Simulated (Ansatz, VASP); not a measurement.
PtF2: VASP beside Ansatz

```xyz
6
Lattice="0.0000 3.3733 3.3733 3.3733 0.0000 3.3733 3.3733 3.3733 0.0000" Properties=species:S:1:pos:R:3 pbc="T T T"
Pt    0.0000    0.0000    0.0000
Pt    1.6867    1.6867    1.6867
F     4.2166    4.2166    4.2166
F     2.5300    2.5300    4.2166
F     2.5300    4.2166    2.5300
F     4.2166    2.5300    2.5300
```

Alike in both runs: task single point; functional PBE; k mesh 4 × 4 × 4; occupations gaussian, width 0.1 eV; no spin polarisation.

|  | VASP | Ansatz |
| --- | --- | --- |
| version | VASP 6.6.1 | Ansatz 0.2.0 |
| potentials or method | VASP PAW PBE potentials, release 64 (Pt, F), cutoff 520 eV | scalar-relativistic, plane waves, PAW |
| valence electrons in the cell | 48 | 64 |

|  | VASP | Ansatz | Ansatz less VASP |
| --- | --- | --- | --- |
| gap on the k mesh at the Fermi level (eV) | none | none | - |
| pressure (GPa) | -10.9 | -10.7 | +0.25 |

A gap of «none» marks a metal or a gap that the smearing closes. With one functional, cell and mesh, what is left measures potentials, basis and numerics. VASP's potentials hold 48 valence electrons a cell and Ansatz's 64, so a difference there can come from the potentials and not from the codes.

The k mesh is coarse, so the values compare programs but aren't converged. Neither program's run includes spin-orbit coupling.
